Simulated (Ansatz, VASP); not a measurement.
One calculation of BaSnAu, two programs

```
Ba Sn Au
1.0
     4.01616    0.00000    0.00000
     0.00000    4.01616    0.00000
     0.00000    0.00000    6.27501
Ba Sn Au
1 1 1
Direct
  0.00000 0.00000 0.00000
  0.50000 0.50000 0.50000
  0.00000 0.00000 0.50000
```

Alike in both runs: functional PBE; k mesh 4 × 4 × 4; occupations gaussian, width 0.1 eV; no spin polarisation.

Ansatz relaxed the structure, and its values are those at the end. VASP's run is a single point on that final structure, the one shown.

|  | VASP | Ansatz |
| --- | --- | --- |
| version | VASP 6.6.1 | Ansatz 0.2.0 |
| potentials or method | VASP PAW PBE potentials, release 64 (Ba_sv, Sn_d, Au), cutoff 520 eV | scalar-relativistic, plane waves, PAW |
| valence electrons in the cell | 35 | 43 |

Ansatz gave:

```
gap on the k mesh at the Fermi level (eV) : none
pressure (GPa)                            : 0.2
```

Which values does VASP return?

gap on the k mesh at the Fermi level (eV): none; pressure (GPa): 0.5.

A gap of «none» marks a metal or a gap that the smearing closes. The functional is the same, so the differences come from potentials, cutoffs and numerics. VASP's potentials hold 35 valence electrons a cell and Ansatz's 43, so a difference there can come from the potentials and not from the codes.

The k mesh is coarse, so the values compare programs but aren't converged. Neither program's run includes spin-orbit coupling.
